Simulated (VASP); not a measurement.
Wanted: the native input for a VASP 6.6.1 run.

* Task: single point
* Functional: HSE06
* Potentials or basis: VASP PAW PBE potentials, release 64 (Pb_d, F)
* Cutoff: 520 eV
* k mesh: 4 × 4 × 4
* Occupations: fermi-dirac, width 0.02 eV
* Spin: no spin polarisation
* Dipole correction: no
* Grid for exact exchange (PRECFOCK): Normal
* Further INCAR settings: ALGO = Normal; EDIFF = 1e-06; NBANDS = 21
* Share of exact exchange: 0.25
* Screening parameter: 0.2079 1/Å

Crystal: PbF2.

```
Pb F
1.0
     0.00000    2.97629    2.97629
     2.97629    0.00000    2.97629
     2.97629    2.97629    0.00000
Pb F
1 2
Direct
  0.00000 0.00000 0.00000
  0.25000 0.25000 0.25000
  0.75000 0.75000 0.75000
```

One way to write it, as run:

POSCAR

```
PbF2
1.0
    0.0000000000      2.9762875695      2.9762875695
    2.9762875695      0.0000000000      2.9762875695
    2.9762875695      2.9762875695      0.0000000000
Pb F
1 2
Direct
    0.0000000000      0.0000000000      0.0000000000
    0.2500000000      0.2500000000      0.2500000000
    0.7500000000      0.7500000000      0.7500000000
```

INCAR.step1

```
SYSTEM = PbF2
ALGO = Normal ; EDIFF = 1E-5
ENCUT = 520 ; GGA = PE
ISIF = 2 ; ISMEAR = -1
LASPH = .TRUE. ; LREAL = .FALSE.
LWAVE = .TRUE. ; NBANDS = 21
NELM = 80 ; PREC = Accurate
SIGMA = 0.02
```

INCAR.step2

```
SYSTEM = PbF2
ALGO = Normal ; EDIFF = 1E-6
ENCUT = 520 ; GGA = PE
HFSCREEN = 0.2079 ; ISIF = 2
ISMEAR = -1 ; ISTART = 1
LASPH = .TRUE. ; LCHARG = .TRUE.
LELF = .TRUE. ; LHFCALC = .TRUE.
LREAL = .FALSE. ; LVHAR = .TRUE.
LWAVE = .FALSE. ; NBANDS = 21
NELM = 80 ; PREC = Accurate
PRECFOCK = Normal ; SIGMA = 0.02
```

KPOINTS

```
k-points
0
G
  4 4 4
  0 0 0
```

Potentials or basis: VASP PAW PBE potentials, release 64 (Pb_d, F).

The run is started by

```bash
$ cat potpaw_PBE.64/Pb_d/POTCAR potpaw_PBE.64/F/POTCAR > POTCAR
$ cp INCAR.step1 INCAR
$ mpirun -np 1 vasp_std > vasp.out
$ cp INCAR.step2 INCAR
$ mpirun -np 1 vasp_std > vasp.out
```

It gave:

* Pressure: -0.1 GPa
* Band gap on the k mesh: 5.73 eV (least direct gap 5.87 eV)

Caveat: the k points lie up to 0.46 Å⁻¹ apart; the PAW data sets were made with another functional, which shifts forces and pressure a little; spin-orbit coupling is left out, which moves the levels of the heavy elements.

It took 13 min on 1 thread of Intel(R) Xeon(R) Platinum 8259CL CPU @ 2.50GHz (Skylake/Cascade Lake), on a shared host, peak memory 0.29 GiB.
